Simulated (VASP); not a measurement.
Input of a VASP 6.6.1 run:

The input INCAR:

```
SYSTEM = NaF
PREC     = Accurate       ! precision mode
ENCUT    = 520            ! plane-wave cutoff, eV
EDIFF    = 1E-6           ! SCF threshold, eV
ISMEAR   = 0              ! smearing method
SIGMA    = 0.05           ! smearing width, eV
LREAL    = .False.        ! projectors in reciprocal space
LASPH    = .True.         ! aspherical terms in the spheres
NELM     = 100            ! most SCF steps
ALGO     = Normal         ! electronic algorithm
ISIF     = 2              ! what is computed and relaxed
LWAVE    = .False.        ! write WAVECAR
LCHARG   = .False.        ! write CHGCAR
GGA      = CA             ! functional
NBANDS   = 14             ! bands
```

The input KPOINTS:

```
regular mesh
0
Gamma
  4 4 4
  0 0 0
```

The input POSCAR:

```
NaF
1.0
    1.2293362880      3.0733407200      3.0733407200
    3.0733407200      1.2293362880      3.0733407200
    3.0733407200      3.0733407200      1.2293362880
Na F
1 1
Direct
    0.0000000000      0.0000000000      0.0000000000
    0.5000000000      0.5000000000      0.5000000000
```

Potentials or basis: VASP PAW LDA potentials, release 64 (Na_pv, F).

Launch:

```bash
$ cat potpaw_LDA.64/Na_pv/POTCAR potpaw_LDA.64/F/POTCAR > POTCAR
$ mpirun -np 1 vasp_std > vasp.out
```

(1) What does it give for the band gap on the k mesh?

(2) Predict the pressure.

## Answers

(1) zero (filled and empty bands touch).

(2) -2.7 GPa.

Caveat: the k points lie up to 0.71 Å⁻¹ apart.
